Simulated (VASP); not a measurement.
# ZrH2 (Fm-3m) in VASP: a series of runs

Runs on ZrH2. Level: LDA. Tasks: relaxation of cell and atoms.

Everything below comes from runs of VASP 6.6.1. Logs are shortened: lines on timing, memory, paths and dates and some standing lists are left out, and cuts for length are marked.

## 1. The cell of the first run

It takes space group Fm-3m (No. 225, cubic). The conventional cell has a = 4.818 Å, b = 4.818 Å, c = 4.818 Å, α = 90.00°, β = 90.00°, γ = 90.00°. Within 2.8 Å of Zr (site symmetry m-3m) lie 8 H at 2.09 Å. H (site symmetry -43m) has 4 Zr at 2.09 Å and 6 H at 2.41 Å within 2.8 Å.

## 2. Relaxation of cell and atoms, LDA, target pressure 20 GPa, at which the enthalpy is minimised

The input, INCAR:

```
SYSTEM = ZrH2
PREC = Accurate
ENCUT = 600
EDIFF = 1E-6
ISMEAR = 0
SIGMA = 0.02
LREAL = .False.
LASPH = .True.
NELM = 60
ALGO = Normal
ISIF = 3
LWAVE = .False.
LCHARG = .False.
GGA = CA
IBRION = 2
NSW = 80
EDIFFG = -0.01
PSTRESS = 200.0
```

The input, KPOINTS:

```
Automatic mesh
0
Gamma
  5 5 5
  0 0 0
```

The input, POSCAR:

```
ZrH2
1.0
    3.4071590000      0.0000000000      0.0000000000
    1.7035795000      2.9506862487      0.0000000000
    1.7035795000      0.9835620829      2.7819336742
Zr H
1 2
Direct
    0.0000000000      0.0000000000      0.0000000000
    0.7500000000      0.7500000000      0.7500000000
    0.2500000000      0.2500000000      0.2500000000
```

Potentials or basis: VASP PAW LDA potentials, release 64 (Zr_sv, H).

On the command line:

```sh
> cat potpaw_LDA.64/Zr_sv/POTCAR potpaw_LDA.64/H/POTCAR > POTCAR
> mpirun -np 1 vasp_std > vasp.out
```

OUTCAR:

```text
SYSTEM = ZrH2
   PREC = Accurate
   ENCUT = 600
   EDIFF = 1E-6
   ISMEAR = 0
   LREAL = .False.
   LASPH = .True.
   NELM = 60
   ISIF = 3
   GGA = CA
   IBRION = 2
   NSW = 80
   EDIFFG = -0.01
   PSTRESS = 200.0

 ion  position               nearest neighbor table
   1  0.000  0.000  0.000-   2 2.09   3 2.09   2 2.09   3 2.09   2 2.09   3 2.09   2 2.09   3 2.09

   2  0.750  0.750  0.750-   1 2.09   1 2.09   1 2.09   1 2.09
   3  0.250  0.250  0.250-   1 2.09   1 2.09   1 2.09   1 2.09

  LATTYP: Found a face centered cubic cell.
 ALAT       =     4.8184504669

  Lattice vectors:

 A1 = (   3.4071590000,   0.0000000000,   0.0000000000)
 A2 = (   1.7035795000,   2.9506862487,   0.0000000000)
 A3 = (   1.7035795000,   0.9835620829,   2.7819336742)

Analysis of symmetry for initial positions (statically):
=====================================================================
 Subroutine PRICEL returns:
 Original cell was already a primitive cell.

 Routine SETGRP: Setting up the symmetry group for a
 face centered cubic supercell.

 Subroutine GETGRP returns: Found 48 space group operations
 (whereof 48 operations were pure point group operations)
 out of a pool of 48 trial point group operations.

The static configuration has the point symmetry O_h .

Analysis of symmetry for dynamics (positions and initial velocities):
=====================================================================
 Subroutine PRICEL returns:
 Original cell was already a primitive cell.

 Routine SETGRP: Setting up the symmetry group for a
 face centered cubic supercell.

 Subroutine GETGRP returns: Found 48 space group operations
 (whereof 48 operations were pure point group operations)
 out of a pool of 48 trial point group operations.

The dynamic configuration has the point symmetry O_h .

 Subroutine INISYM returns: Found 48 space group operations
 (whereof 48 operations are pure point group operations),
 and found     1 'primitive' translations

----------------------------------------------------------------------------------------

                                     Primitive cell

  volume of cell :      27.9681

  direct lattice vectors                    reciprocal lattice vectors
     3.407159000  0.000000000  0.000000000     0.293499658 -0.169452106 -0.119820733
     1.703579500  2.950686249  0.000000000     0.000000000  0.338904213 -0.119820733
     1.703579500  0.983562083  2.781933674     0.000000000  0.000000000  0.359462200

  length of vectors
     3.407159000  3.407159000  3.407159000     0.359462200  0.359462200  0.359462200

  position of ions in fractional coordinates (direct lattice)
[... 77 lines left out ...]
   NELECT =      14.0000    total number of electrons
   NUPDOWN=      -1.0000    fix difference up-down
   EMIN   =  10.00;   EMAX   =-10.00  energy-range for DOS
   EFERMI =   0.00;   METHOD = LEGACY
   ISMEAR =     0;   SIGMA  =   0.02  broadening in eV -4-tet -1-fermi 0-gaus
   EFERMI_NEDOS =   21; number of points for ismear=-14 and -15
   IALGO  =     38    algorithm
   IMIX   =      4    mixing-type and parameters
     AMIX     =   0.40;   BMIX     =  1.00
     AMIX_MAG =   1.60;   BMIX_MAG =  1.00
  volume/ion in A,a.u.               =       9.32        62.91
  Fermi-wavevector in a.u.,A,eV,Ry     =   1.299861  2.456380 22.988914  1.689638
  Thomas-Fermi vector in A             =   2.431097
   LORBIT       =      0    0 simple, 1 ext, 2 COOP (PROOUT), +10 PAW based schemes
   GGA     = CA    functional components
   LHFCALC =     F    Hartree Fock is set to
   AEXX    =    0.0000 exact exchange contribution
   IVDW    =     0    specifies the selected vdW correction
   LEPSILON=     F    determine dielectric tensor
   LRPA    =     F    only Hartree local field effects (RPA)
 conjugate gradient relaxation of ions
 non-spin polarized calculation
 Gauss-broadening in eV      SIGMA  =   0.02
  energy-cutoff  :      600.00
  volume of cell :       27.97
 maximum number of plane-waves:       951
   NGX = 13   NGY = 13   NGZ = 13

--------------------------------------- Ionic step        1  -------------------------------------------

 number of electron      14.0000000 magnetization

 Free energy of the ion-electron system (eV)
  ---------------------------------------------------
  ext. energy  EPLUGINS =         0.00000000
  ---------------------------------------------------
  free energy    TOTEN  =       -18.27101359 eV

  energy without entropy =      -18.26986312  energy(sigma->0) =      -18.27043835

------------------------ aborting loop because EDIFF is reached ----------------------------------------

  FORCE on cell =-STRESS in cart. coord.  units (eV):
  Direction    XX          YY          ZZ          XY          YZ          ZX
  --------------------------------------------------------------------------------------
  -------------------------------------------------------------------------------------
  Total       -1.1903929     -1.1903929     -1.1903929     -0.0000000     -0.0000000     -0.0000000
  in kB      -68.1928295    -68.1928295    -68.1928295     -0.0000000     -0.0000000     -0.0000000
  external PRESSURE =    -268.1928295 kB  Pullay stress =     200.0000000 kB
[... 26 lines left out ...]
--------------------------------------- Ionic step        2  -------------------------------------------

 number of electron      14.0000001 magnetization

 E-fermi :  10.7845     XC(G=0): -12.4411

 val. band max:       10.5473218775   @ k =   0.4000   0.0000   0.0000
 cond. band min:      10.7940198029   @ k =   0.2000   0.0000   0.0000
 fundamental gap:      0.2466979253
 Fermi energy:        10.7844810847

 k-point     1 :       0.0000    0.0000    0.0000
  band No.  band energies     occupation
      1     -37.7025      2.00000
      2     -15.3349      2.00000
      3     -15.3349      2.00000
      4     -15.3349      2.00000
      5       0.4041      2.00000
      6       9.4422      2.00000
      7      10.3267      2.00000
      8      10.3267      2.00000
      9      10.3267      2.00000
     10      13.7573      0.00000
     11      13.7573      0.00000
[... 162 lines left out ...]
--------------------------------------- Ionic step        3  -------------------------------------------

 number of electron      14.0000000 magnetization

 Free energy of the ion-electron system (eV)
  ---------------------------------------------------
  ext. energy  EPLUGINS =         0.00000000
  ---------------------------------------------------
  free energy    TOTEN  =       -18.14666334 eV

  energy without entropy =      -18.14551287  energy(sigma->0) =      -18.14608810

 E-fermi :   9.8932     XC(G=0): -12.0780

 val. band max:        9.6903159109   @ k =   0.4000   0.0000   0.0000
 cond. band min:       9.9026982773   @ k =   0.2000   0.0000   0.0000
 fundamental gap:      0.2123823664
 Fermi energy:         9.8931595646

 k-point     1 :       0.0000    0.0000    0.0000
  band No.  band energies     occupation
      1     -38.7408      2.00000
      2     -16.4925      2.00000
      3     -16.4925      2.00000
      4     -16.4925      2.00000
      5      -0.2448      2.00000
      6       8.6095      2.00000
      7       9.4725      2.00000
      8       9.4725      2.00000
      9       9.4725      2.00000
     10      12.6017      0.00000
     11      12.6017      0.00000
[... 158 lines left out ...]
  energy  without entropy=      -18.1455128669  energy(sigma->0) =      -18.14608810

  enthalpy is  TOTEN    =       -15.1662671626 eV   P V=        2.9803961784

 reached required accuracy - stopping structural energy minimisation
```

OSZICAR:

```text
N       E                     dE             d eps       ncg     rms          rms(c)
DAV:   1     0.935922027371E+02    0.93592E+02   -0.84990E+03   220   0.139E+03
DAV:   2    -0.155753340230E+02   -0.10917E+03   -0.10553E+03   259   0.322E+02
DAV:   3    -0.196378249456E+02   -0.40625E+01   -0.40197E+01   344   0.559E+01
[... 26 lines left out ...]
DAV:   5    -0.181460519900E+02   -0.10897E-01   -0.20243E-02   288   0.932E-01    0.196E-01
DAV:   6    -0.181465233909E+02   -0.47140E-03   -0.55659E-04   270   0.215E-01    0.111E-01
DAV:   7    -0.181466555230E+02   -0.13213E-03   -0.15353E-04   336   0.107E-01    0.328E-02
DAV:   8    -0.181466625227E+02   -0.69997E-05   -0.85382E-06   235   0.412E-02    0.473E-03
DAV:   9    -0.181466633410E+02   -0.81824E-06   -0.57361E-07   148   0.869E-03
   3 F= -.15166267E+02 E0= -.15165692E+02  d E =-.386509E+00
```

CONTCAR:

```text
ZrH2
   1.00000000000000
     3.2321377438724848   -0.0000000000000000   -0.0000000000000000
     1.6160688719362424    2.7991133946938493   -0.0000000000000000
     1.6160688719362424    0.9330377982312831    2.6390294169804354
  Zr              H
     1     2
Direct
     0.0000000000000000    0.0000000000000000    0.0000000000000000
     0.7500000000000000    0.7500000000000000    0.7500000000000000
     0.2500000000000000    0.2500000000000000    0.2500000000000000

  0.00000000E+00  0.00000000E+00  0.00000000E+00
  0.00000000E+00  0.00000000E+00  0.00000000E+00
  0.00000000E+00  0.00000000E+00  0.00000000E+00
```

It took 7.6 s on 1 thread of Intel Xeon Platinum 8488C (Sapphire Rapids), shared host; peak memory 0.15 GiB.

What came out:

| Quantity | Value |
| --- | --- |
| Free energy | -18.1467 eV |
| Relaxed volume | 7.96 Å³/atom |
| Relaxed cell | a = 3.232 Å, b = 3.232 Å, c = 3.232 Å, α = 60.00°, β = 60.00°, γ = 60.00° |
| Space group after relaxing (to 0.05 Å) | Fm-3m (No. 225) |
| Energy change on relaxing (the enthalpy is what falls) | +41.5 meV/atom |
| Ionic steps | 3 |
| Pressure after relaxing | 19.9 GPa |
| Band gap on the k mesh | zero (band 7 reaches 10.35 eV, above the bottom of band 8 at 9.47 eV) |

Step by step:
| step | energy change (eV) | largest force (eV/Å) | pressure (GPa) | volume (Å³) |
| --- | --- | --- | --- | --- |
| 1 | 0.0000 | 0.0000 | -6.82 | 27.97 |
| 2 | 0.4452 | 0.0000 | 39.56 | 22.11 |
| 3 | 0.1244 | 0.0000 | 19.93 | 23.88 |

Final structure:
```yaml
crystal:
  lattice:
    - [3.23214, 0.00000, 0.00000]
    - [1.61607, 2.79911, 0.00000]
    - [1.61607, 0.93304, 2.63903]
  atoms:
    - { symbol: Zr, position: [0.00000, 0.00000, 0.00000] }
    - { symbol: H, position: [0.75000, 0.75000, 0.75000] }
    - { symbol: H, position: [0.25000, 0.25000, 0.25000] }
```

Caveat: the k points lie up to 0.48 Å⁻¹ apart in the final cell; the cell is relaxed towards a set pressure, so the enthalpy falls and the energy may rise.

(Continued in part 2 of 2.)
